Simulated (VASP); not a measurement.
Here is a VASP 6.6.1 calculation.

Contents of INCAR:

```
PREC = Accurate
ENCUT = 520
EDIFF = 1E-7
ISMEAR = 0
SIGMA = 0.1
LREAL = False
LASPH = True
NELM = 100
ALGO = Normal
ISIF = 2
LWAVE = False
LCHARG = False
GGA = PE
IVDW = 12
NBANDS = 14
```

File KPOINTS:

```
Automatic mesh
0
Gamma
  6 6 6
```

Contents of POSCAR:

```
LiSe2
1.0
    2.1467664377      1.2394361807      3.5103493253
   -2.1467664377      1.2394361807      3.5103493253
    0.0000000000     -2.4788723614      3.5103493253
Li Se
1 2
Direct
    0.5000000000      0.5000000000      0.5000000000
    0.7499394154      0.7499394154      0.7499394154
    0.2500605846      0.2500605846      0.2500605846
```

Potentials or basis: VASP PAW PBE potentials, release 64 (Li_sv, Se).

Launch:

```console
$ cat potpaw_PBE.64/Li_sv/POTCAR potpaw_PBE.64/Se/POTCAR > POTCAR
$ mpirun -np 1 vasp_std > vasp.out
```

(1) What does it give for the dispersion energy per atom?

Answers

(1) -0.347 eV.
